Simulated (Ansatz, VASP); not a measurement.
SnSe2 in VASP and in Ansatz

```xyz
3
Lattice="3.8390 0.0000 0.0000 -1.9195 3.3247 0.0000 0.0000 0.0000 6.0116" Properties=species:S:1:pos:R:3 pbc="T T T"
Sn    0.0000    0.0000   -0.1000
Se    0.0000    2.2165    1.6692
Se    1.9195    1.1082    4.4928
```

Change from the starting cell: mode 9 (240.0 1/cm) frozen in, largest displacement -0.100 Å.

Alike in both runs: task single point; functional PBE; dispersion D3(BJ); k mesh 12 × 12 × 6; occupations gaussian, width 0.03 eV; no spin polarisation.

|  | VASP | Ansatz |
| --- | --- | --- |
| version | VASP 6.6.1 | Ansatz 0.2.0 |
| potentials or method | VASP PAW PBE potentials, release 64 (Sn_d, Se), cutoff 520 eV | scalar-relativistic, plane waves, PAW |
| valence electrons in the cell | 26 | 46 |

```tsv
	VASP	Ansatz	Ansatz less VASP
gap on the k mesh at the Fermi level (eV)	0.23	0.23	+0.005
least direct gap on the mesh (eV)	0.55	0.56	+0.013
pressure (GPa)	0.9	0.8	-0.07
traceless stress, the component that is largest in VASP (GPa)	-0.99	-0.99	+0.001
rms of the force components (eV/Å)	1.017	1.011	-0.0065
```

Atom by atom the forces differ by 0.009 eV/Å (rms over components). VASP's potentials hold 26 valence electrons a cell and Ansatz's 46, so a difference there can come from the potentials and not from the codes.
